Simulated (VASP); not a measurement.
The system is Pt.

```
Pt
1.0
     0.00000    1.96090    1.96090
     1.96090    0.00000    1.96090
     1.96090    1.96090    0.00000
Pt
1
Direct
  0.00000 0.00000 0.00000
```

| Property | Result |
| --- | --- |
| Program | VASP 6.6.1 |
| Task | relaxation of cell and atoms |
| Functional | r2SCAN |
| Potentials or basis | VASP PAW PBE potentials, release 64 (Pt) |
| Cutoff | 600 eV |
| k mesh | 24 × 24 × 24 |
| Occupations | fermi-dirac, width 0.05 eV |
| Spin | no spin polarisation |

At the start: pressure 4.8 GPa; volume 15.08 Å³/atom.

**Question.** Where does the relaxation end?

**Answer.** Over 15 steps the energy falls by 3.7 meV/atom and the volume is 15.34 Å³/atom (+1.7 %); space group Fm-3m (No. 225, to 0.1 Å) before and after.

The path:
```
step  energy change (eV)  largest force (eV/Å)  pressure (GPa)  volume (Å³)
   1              0.0000                0.0000            4.81        15.08
   2              0.0249                0.0000          -11.48        16.09
   3             -0.0037                0.0000           -0.06        15.34
   4             -0.0037                0.0000            0.03        15.33
   5             -0.0037                0.0000            0.03        15.33
   6             -0.0037                0.0000            0.03        15.33
   7             -0.0037                0.0000            0.03        15.33
   8             -0.0037                0.0000            0.03        15.33
   9             -0.0037                0.0000            0.03        15.33
  10             -0.0037                0.0000            0.03        15.33
  11             -0.0037                0.0000            0.02        15.33
  12             -0.0037                0.0000            0.02        15.33
  13             -0.0037                0.0000            0.02        15.33
  14             -0.0037                0.0000            0.02        15.33
  15             -0.0037                0.0000            0.01        15.34
```

Final structure:
```
Pt
1.0
     0.00000    1.97191    1.97191
     1.97191    0.00000    1.97191
     1.97191    1.97191    0.00000
Pt
1
Direct
  0.00000 0.00000 0.00000
```

Caveat: the PAW data sets were made with another functional, which shifts forces and pressure a little.
